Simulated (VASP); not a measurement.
# Li6GeBr2 (P4/mmm) in VASP: notebook

Runs on Li6GeBr2. Level: PBE. Tasks: relaxation of cell and atoms, single point.

Everything below comes from runs of VASP 6.6.1. Logs are shortened: lines on timing, memory, paths and dates and some standing lists are left out, and cuts for length are marked.

### 1 The cell of the first run

It takes space group P4/mmm (No. 123, tetragonal). Conventional cell: a = 4.619 Å, b = 4.619 Å, c = 7.958 Å, α = 90.00°, β = 90.00°, γ = 90.00°. Li (site symmetry 4/mmm) has 12 Li at 3.27 to 3.30 Å and 2 Ge at 3.98 Å and 8 Br at 4.11 Å within 4.3 Å. Li (site symmetry 2mm) has 2 Br at 2.31 Å and 2 Ge at 2.82 Å within 3.1 Å. Li (site symmetry 4/mmm) has 2 Br at 2.50 Å and 12 Li at 3.27 to 3.30 Å within 3.3 Å. Within 3.7 Å of Ge (site symmetry 4/mmm) lie 8 Li at 2.82 Å and 8 Br at 3.58 Å. Within 3.1 Å of Br (site symmetry 4mm) lie 5 Li at 2.31 to 2.50 Å and 1 Br at 2.95 Å.

The cell was built from a structure type or drawn by symmetry, and may not be a known phase.

### 2 Relaxation of cell and atoms, PBE

INCAR reads:

```
  PREC = Accurate
  ENCUT = 600
  EDIFF = 1E-6
  ISMEAR = 0
  SIGMA = 0.1
  LREAL = False
  LASPH = True
  NELM = 60
  ALGO = Normal
  ISIF = 3
  LWAVE = False
  LCHARG = False
  GGA = PE
  IBRION = 2
  NSW = 90
  EDIFFG = -0.04
```

KPOINTS reads:

```
Automatic mesh
0
Gamma
  4 4 2
```

POSCAR reads:

```
Li6GeBr2
1.0
    4.6194105900      0.0000000000      0.0000000000
    0.0000000000      4.6194105900      0.0000000000
    0.0000000000      0.0000000000      7.9576536800
Li Ge Br
6 1 2
Direct
    0.5000000000      0.5000000000      0.5000000000
    0.0000000000      0.5000000000      0.2042398600
    0.5000000000      0.0000000000      0.2042398600
    0.0000000000      0.5000000000      0.7957601400
    0.5000000000      0.0000000000      0.7957601400
    0.0000000000      0.0000000000      0.5000000000
    0.5000000000      0.5000000000      0.0000000000
    0.0000000000      0.0000000000      0.1855689800
    0.0000000000      0.0000000000      0.8144310200
```

Potentials or basis: VASP PAW PBE potentials, release 64 (Li_sv, Ge_d, Br).

On the command line:

```console
$ cat potpaw_PBE.64/Li_sv/POTCAR potpaw_PBE.64/Ge_d/POTCAR potpaw_PBE.64/Br/POTCAR > POTCAR
$ mpirun -np 1 vasp_std > vasp.out
```

OUTCAR:

```text
PREC = Accurate
   ENCUT = 600
   EDIFF = 1E-6
   ISMEAR = 0
   LREAL = False
   LASPH = True
   NELM = 60
   ISIF = 3
   GGA = PE
   IBRION = 2
   NSW = 90
   EDIFFG = -0.04

 ion  position               nearest neighbor table
   1  0.500  0.500  0.500-
   2  0.000  0.500  0.204-   8 2.31   8 2.31
   3  0.500  0.000  0.204-   8 2.31   8 2.31
   4  0.000  0.500  0.796-   9 2.31   9 2.31
   5  0.500  0.000  0.796-   9 2.31   9 2.31
   6  0.000  0.000  0.500-   8 2.50   9 2.50
   7  0.500  0.500  0.000-
   8  0.000  0.000  0.186-   2 2.31   3 2.31   2 2.31   3 2.31   6 2.50
   9  0.000  0.000  0.814-   4 2.31   5 2.31   4 2.31   5 2.31   6 2.50

  LATTYP: Found a simple tetragonal cell.
 ALAT       =     4.6194105900
 C/A-ratio  =     1.7226556343

  Lattice vectors:

 A1 = (   4.6194105900,   0.0000000000,   0.0000000000)
 A2 = (   0.0000000000,   4.6194105900,   0.0000000000)
 A3 = (   0.0000000000,   0.0000000000,   7.9576536800)

Analysis of symmetry for initial positions (statically):
=====================================================================
 Subroutine PRICEL returns:
 Original cell was already a primitive cell.

 Routine SETGRP: Setting up the symmetry group for a
 simple tetragonal supercell.

 Subroutine GETGRP returns: Found 16 space group operations
 (whereof 16 operations were pure point group operations)
 out of a pool of 16 trial point group operations.

The static configuration has the point symmetry D_4h.

Analysis of symmetry for dynamics (positions and initial velocities):
=====================================================================
 Subroutine PRICEL returns:
 Original cell was already a primitive cell.

 Routine SETGRP: Setting up the symmetry group for a
 simple tetragonal supercell.

 Subroutine GETGRP returns: Found 16 space group operations
 (whereof 16 operations were pure point group operations)
 out of a pool of 16 trial point group operations.

The dynamic configuration has the point symmetry D_4h.

 Subroutine INISYM returns: Found 16 space group operations
 (whereof 16 operations are pure point group operations),
 and found     1 'primitive' translations

----------------------------------------------------------------------------------------
[... 93 lines left out ...]
   NELM   =     60;   NELMIN=  2; NELMDL= -5     # of ELM steps
   EDIFF  = 0.1E-05   stopping-criterion for ELM
   LREAL  =      F    real-space projection
   EDIFFG = -.4E-01   stopping-criterion for IOM
   NSW    =     90    number of steps for IOM
   IBRION =      2    ionic relax: 0-MD 1-quasi-New 2-CG
   NFREE  =      1    steps in history (QN), initial steepest desc. (CG)
   ISIF   =      3    stress and relaxation
   ISYM   =      2    0-nonsym 1-usesym 2-fastsym
   POTIM  = 0.5000    time-step for ionic-motion
   TEBEG  =    0.0;   TEEND  =   0.0 temperature during run
   PSTRESS=    0.0 pullay stress
   NELECT =      46.0000    total number of electrons
   NUPDOWN=      -1.0000    fix difference up-down
   EMIN   =  10.00;   EMAX   =-10.00  energy-range for DOS
   EFERMI =   0.00;   METHOD = LEGACY
   ISMEAR =     0;   SIGMA  =   0.10  broadening in eV -4-tet -1-fermi 0-gaus
   EFERMI_NEDOS =   21; number of points for ismear=-14 and -15
   IALGO  =     38    algorithm
   IMIX   =      4    mixing-type and parameters
     AMIX     =   0.40;   BMIX     =  1.00
     AMIX_MAG =   1.60;   BMIX_MAG =  1.00
  volume/ion in A,a.u.               =      18.87       127.32
  Fermi-wavevector in a.u.,A,eV,Ry     =   1.059273  2.001736 15.266554  1.122060
  Thomas-Fermi vector in A             =   2.194613
   LORBIT       =      0    0 simple, 1 ext, 2 COOP (PROOUT), +10 PAW based schemes
   GGA     = PE    functional components
   LHFCALC =     F    Hartree Fock is set to
   AEXX    =    0.0000 exact exchange contribution
   IVDW    =     0    specifies the selected vdW correction
   LEPSILON=     F    determine dielectric tensor
   LRPA    =     F    only Hartree local field effects (RPA)
 conjugate gradient relaxation of ions
 non-spin polarized calculation
 Gauss-broadening in eV      SIGMA  =   0.10
  energy-cutoff  :      600.00
  volume of cell :      169.81
 maximum number of plane-waves:      5716
 NGX is ok and might be reduce to    40
   NGX = 19   NGY = 19   NGZ = 31

--------------------------------------- Ionic step        1  -------------------------------------------

 number of electron      46.0000046 magnetization

 Free energy of the ion-electron system (eV)
  ---------------------------------------------------
  ext. energy  EPLUGINS =         0.00000000
  ---------------------------------------------------
  free energy    TOTEN  =       -22.17028146 eV

  energy without entropy =      -22.15251571  energy(sigma->0) =      -22.16139859

------------------------ aborting loop because EDIFF is reached ----------------------------------------

  FORCE on cell =-STRESS in cart. coord.  units (eV):
  Direction    XX          YY          ZZ          XY          YZ          ZX
  --------------------------------------------------------------------------------------
  -------------------------------------------------------------------------------------
  Total        7.9116234      7.9116234      2.6437429      0.0000000      0.0000000      0.0000000
  in kB       74.6479740     74.6479740     24.9443185      0.0000000      0.0000000      0.0000000
  external PRESSURE =      58.0800888 kB  Pullay stress =       0.0000000 kB
[... 110 lines left out ...]
  FREE ENERGIE OF THE ION-ELECTRON SYSTEM (eV)
  ---------------------------------------------------
  free  energy   TOTEN  =       -23.1424938416 eV

  energy  without entropy=      -23.1135500781  energy(sigma->0) =      -23.12802196

[... ionic steps 4 to 27 ...]

--------------------------------------- Ionic step       28  -------------------------------------------

 number of electron      45.9999955 magnetization

------------------------ aborting loop because EDIFF is reached ----------------------------------------
[... 81 lines left out ...]
--------------------------------------- Ionic step       30  -------------------------------------------

 number of electron      45.9999945 magnetization

 Free energy of the ion-electron system (eV)
  ---------------------------------------------------
  ext. energy  EPLUGINS =         0.00000000
  ---------------------------------------------------
  free energy    TOTEN  =       -24.16666100 eV

  energy without entropy =      -24.15194970  energy(sigma->0) =      -24.15930535

 E-fermi :   1.7226     XC(G=0):  -7.5684

 val. band max:        1.6607659747   @ k =   0.2500   0.0000   0.5000
 cond. band min:       1.7544714318   @ k =   0.5000   0.0000   0.0000
 fundamental gap:      0.0937054571
 Fermi energy:         1.7226434021

 k-point     1 :       0.0000    0.0000    0.0000
  band No.  band energies     occupation
      1     -46.6964      2.00000
      2     -45.7891      2.00000
      3     -44.3752      2.00000
      4     -44.3694      2.00000
      5     -44.3650      2.00000
      6     -44.3592      2.00000
[... 397 lines left out ...]
  FREE ENERGIE OF THE ION-ELECTRON SYSTEM (eV)
  ---------------------------------------------------
  free  energy   TOTEN  =       -24.1666610029 eV

  energy  without entropy=      -24.1519496967  energy(sigma->0) =      -24.15930535

 reached required accuracy - stopping structural energy minimisation
```

CONTCAR:

```text
Li6GeBr2
   1.00000000000000
     4.4101941601117618   -0.0000000000000000   -0.0000000000000000
     0.0000000000000000    4.4101941601117618    0.0000000000000000
     0.0000000000000000    0.0000000000000000   10.5529354708303114
  Li              Ge              Br
     6     1     2
Direct
     0.5000000000000000    0.5000000000000000    0.5000000000000000
     0.0000000000000000    0.5000000000000000    0.1400793828730162
     0.5000000000000000    0.0000000000000000    0.1400793828730162
     0.0000000000000000    0.5000000000000000    0.8599206171269840
     0.5000000000000000    0.0000000000000000    0.8599206171269840
     0.0000000000000000    1.0000000000000000    0.5000000000000000
     0.5000000000000000    0.5000000000000000    0.0000000000000000
     0.0000000000000000    0.0000000000000000    0.2754067660195409
     0.0000000000000000    0.0000000000000000    0.7245932339804589

  0.00000000E+00  0.00000000E+00  0.00000000E+00
  0.00000000E+00  0.00000000E+00  0.00000000E+00
  0.00000000E+00  0.00000000E+00  0.00000000E+00
  0.00000000E+00  0.00000000E+00  0.00000000E+00
  0.00000000E+00  0.00000000E+00  0.00000000E+00
  0.00000000E+00  0.00000000E+00  0.00000000E+00
  0.00000000E+00  0.00000000E+00  0.00000000E+00
  0.00000000E+00  0.00000000E+00  0.00000000E+00
  0.00000000E+00  0.00000000E+00  0.00000000E+00
```

It took 26 min on 1 thread of Intel Xeon Platinum 8259CL at 2.50GHz (Skylake/Cascade Lake), shared host; peak memory 0.35 GiB.

Results:

| Property | Result |
| --- | --- |
| Free energy | -24.1667 eV |
| Relaxed volume | 22.81 Å³/atom |
| Relaxed cell | a = 4.410 Å, b = 4.410 Å, c = 10.553 Å, α = 90.00°, β = 90.00°, γ = 90.00° |
| Space group after relaxing (to 0.1 Å) | P4/mmm (No. 123) |
| Energy gained by relaxing | 221.8 meV/atom |
| Ionic steps | 30 |
| Pressure after relaxing | 0.1 GPa |
| Largest force after relaxing | 0.036 eV/Å |
| Band gap on the k mesh | zero (bands 23 and 24 overlap by 0.66 eV) |

Forces in eV/Å, atoms in the order of the input:
```
Li   0.000  0.000  0.000
Li   0.000  0.000  0.036
Li   0.000  0.000  0.036
Li   0.000  0.000 -0.036
Li   0.000  0.000 -0.036
Li   0.000  0.000  0.000
Ge   0.000  0.000  0.000
Br   0.000  0.000  0.009
Br   0.000  0.000 -0.009
```

The path:
```tsv
step	energy change (eV)	largest force (eV/Å)	pressure (GPa)	volume (Å³)
1	0.0000	1.3953	5.81	169.81
2	-0.6655	0.9192	2.33	187.13
3	-0.9722	0.5858	-0.07	207.42
4	-0.9989	0.4992	-0.66	214.74
5	-1.0001	0.4817	-0.79	216.37
6	-1.0944	0.4115	-0.51	214.13
7	-1.1609	0.4116	0.33	209.43
8	-1.1654	0.3897	0.10	210.52
9	-1.2420	0.3465	0.20	210.05
10	-1.4056	0.1257	0.55	208.61
11	-1.1854	0.7671	1.50	205.57
12	-1.4312	0.0278	0.70	208.02
13	-1.4947	0.3375	-0.12	217.33
14	-1.4953	0.3739	-0.22	218.55
15	-1.5405	0.2977	-0.19	219.93
16	-1.6605	0.0958	-0.21	223.35
17	-1.7020	0.7693	-0.90	227.06
18	-1.7435	0.2427	-0.43	225.31
19	-1.7564	0.5185	-0.66	226.36
20	-1.7595	0.4426	-0.61	226.12
21	-1.7746	0.4557	-0.69	226.06
22	-1.7987	0.5109	-0.94	225.71
23	-1.8240	0.4730	-0.89	224.33
24	-1.8917	0.3579	-0.78	220.20
25	-1.9774	0.1412	-0.46	211.97
26	-1.9012	0.4069	0.69	195.64
27	-1.9902	0.0802	-0.22	207.45
28	-1.9934	0.0706	-0.08	206.39
29	-1.9952	0.0571	0.14	204.88
30	-1.9964	0.0362	0.09	205.25
```

Final structure:
```
CELL_PARAMETERS angstrom
4.41019 0.00000 0.00000
0.00000 4.41019 0.00000
0.00000 0.00000 10.55294
ATOMIC_POSITIONS crystal
Li 0.50000 0.50000 0.50000
Li 0.00000 0.50000 0.14008
Li 0.50000 0.00000 0.14008
Li 0.00000 0.50000 0.85992
Li 0.50000 0.00000 0.85992
Li 0.00000 0.00000 0.50000
Ge 0.50000 0.50000 0.00000
Br 0.00000 0.00000 0.27541
Br 0.00000 0.00000 0.72459
```

Levels at points of the mesh, in eV from the Fermi level:
```csv
k point,band 20,band 21,band 22,band 23,band 24,band 25,band 26,band 27
"(0.00, 0.00, 0.00)",-4.21,-0.83,-0.58,0.46,0.46,2.07,2.35,3.08
"(0.50, 0.00, 0.00)",-4.09,-1.51,-0.22,0.03,0.76,0.83,3.24,3.41
"(0.50, 0.50, 0.00)",-4.79,-0.99,-0.99,-0.89,0.64,0.64,1.24,2.11
"(0.00, 0.00, 0.50)",-4.24,-1.31,0.36,0.49,0.49,1.03,2.94,2.94
"(0.50, 0.00, 0.50)",-4.10,-1.43,-0.45,0.26,0.59,0.83,3.13,3.69
"(0.50, 0.50, 0.50)",-4.81,-0.96,-0.96,-0.91,0.58,0.58,1.78,1.98
```

Caveat: the k points lie up to 0.36 Å⁻¹ apart in the final cell, too coarse for converged energies and pressures of a metal; the cutoff is under 1.25 times the usual one of these potentials, so pressure, stress and relaxed cells hold a basis-set (Pulay) error; the volume moved by over 15 % at a fixed basis, so the end points are rough.

### 3 Single point, PBE

This run uses another cell than the first one, of 23.13 Å³/atom.

INCAR reads:

```
SYSTEM = Li6GeBr2
ALGO     = Normal         ! electronic algorithm
EDIFF    = 1E-7           ! SCF threshold, eV
ENCUT    = 520            ! plane-wave cutoff, eV
GGA      = PE             ! functional
ISIF     = 2              ! what is computed and relaxed
ISMEAR   = 0              ! smearing method
LASPH    = .True.         ! aspherical terms in the spheres
LCHARG   = .False.        ! write CHGCAR
LREAL    = .False.        ! projectors in reciprocal space
LWAVE    = .False.        ! write WAVECAR
NBANDS   = 33             ! bands
NELM     = 100            ! most SCF steps
PREC     = Accurate       ! precision mode
SIGMA    = 0.1            ! smearing width, eV
```

KPOINTS reads:

```
k-points
0
Gamma
  10 10 4
  0 0 0
```

POSCAR reads:

```
Li6GeBr2
1.0
    4.1668316643      0.0000000000      0.0000000000
    0.0000000000      4.1668316643      0.0000000000
    0.0000000000      0.0000000000     11.9909578087
Li Ge Br
6 1 2
Direct
    0.5000000000      0.5000000000      0.5000000000
    0.0000000000      0.5000000000      0.1438140665
    0.5000000000      0.0000000000      0.1438140665
    0.0000000000      0.5000000000      0.8561859335
    0.5000000000      0.0000000000      0.8561859335
    0.0000000000      0.0000000000      0.5000000000
    0.5000000000      0.5000000000      0.0000000000
    0.0000000000      0.0000000000      0.2739739386
    0.0000000000      0.0000000000      0.7260260614
```

Potentials or basis: VASP PAW PBE potentials, release 64 (Li_sv, Ge_d, Br).

On the command line:

```console
$ cat potpaw_PBE.64/Li_sv/POTCAR potpaw_PBE.64/Ge_d/POTCAR potpaw_PBE.64/Br/POTCAR > POTCAR
$ mpirun -np 1 vasp_std > vasp.out
```

Run time: 6.5 min. Hardware: 1 thread of Intel Xeon Platinum 8259CL at 2.50GHz (Skylake/Cascade Lake), shared host; peak memory 0.55 GiB.

Results (log left out):

- Free energy: -24.4406 eV
- Largest force: 0.007 eV/Å
- Band gap on the k mesh: zero (bands 23 and 24 overlap by 1.03 eV)

Forces in eV/Å, atoms in the order of the input:
```
Li   0.000  0.000  0.000
Li   0.000  0.000  0.001
Li   0.000  0.000  0.001
Li   0.000  0.000 -0.001
Li   0.000  0.000 -0.001
Li   0.000  0.000  0.000
Ge   0.000  0.000  0.000
Br   0.000  0.000  0.007
Br   0.000  0.000 -0.007
```

Levels at points of the mesh, in eV from the Fermi level:
| k point | band 20 | band 21 | band 22 | band 23 | band 24 | band 25 | band 26 | band 27 |
| --- | --- | --- | --- | --- | --- | --- | --- | --- |
| (0.00, 0.00, 0.00) | -3.78 | -1.02 | -0.99 | 0.81 | 0.81 | 1.86 | 2.35 | 3.57 |
| (0.50, 0.00, 0.00) | -3.63 | -1.89 | -0.78 | -0.08 | 0.56 | 1.34 | 3.12 | 3.32 |
| (0.50, 0.50, 0.00) | -4.54 | -1.18 | -1.18 | -1.14 | 0.55 | 0.55 | 1.72 | 1.93 |
| (0.00, 0.00, 0.50) | -3.80 | -1.52 | -0.27 | 0.82 | 0.82 | 1.22 | 3.07 | 3.16 |
| (0.50, 0.00, 0.50) | -3.63 | -1.85 | -0.88 | 0.06 | 0.42 | 1.34 | 3.20 | 3.93 |
| (0.50, 0.50, 0.50) | -4.54 | -1.18 | -1.18 | -1.15 | 0.53 | 0.53 | 2.03 | 2.04 |

Caveat: the cutoff is under 1.25 times the usual one of these potentials, so pressure, stress and relaxed cells hold a basis-set (Pulay) error.
